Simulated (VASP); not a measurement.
Here is a VASP 6.6.1 calculation.

The input INCAR:

```
SYSTEM = BaTiO3
PREC = Accurate ; ENCUT = 520
EDIFF = 1E-6 ; ISMEAR = 0
SIGMA = 0.02 ; LREAL = .False.
LASPH = .True. ; NELM = 60
ALGO = Normal ; ISIF = 2
LWAVE = .False. ; LCHARG = .False.
GGA = PE ; NBANDS = 28
```

The input KPOINTS:

```
Automatic mesh
0
Gamma
  8 8 8
  0 0 0
```

File POSCAR:

```
BaTiO3
1.0
    4.0192509343      0.0000000000      0.0000000000
    0.0000000000      4.0192509343      0.0000000000
    0.0000000000      0.0000000000      3.9790584249
Ba Ti O
1 1 3
Direct
    0.5000000000      0.5000000000      0.5000000000
    0.0000000000      0.0000000000      0.0000000000
    0.5000000000      0.0000000000      0.0000000000
    0.0000000000      0.5000000000      0.0000000000
    0.0000000000      0.0000000000      0.5000000000
```

Potentials or basis: VASP PAW PBE potentials, release 64 (Ba_sv, Ti_sv, O).

Launch:

```bash
$ cat potpaw_PBE.64/Ba_sv/POTCAR potpaw_PBE.64/Ti_sv/POTCAR potpaw_PBE.64/O/POTCAR > POTCAR
$ mpirun -np 1 vasp_std > vasp.out
```

(1) What does it give for the band gap on the k mesh?

(2) Estimate the pressure.

Results:

(1) 1.72 eV (least direct gap 1.87 eV).

(2) 3.4 GPa.

Caveat: the cell stands under pressure; spin-orbit coupling is left out, which moves the levels of the heavy elements.
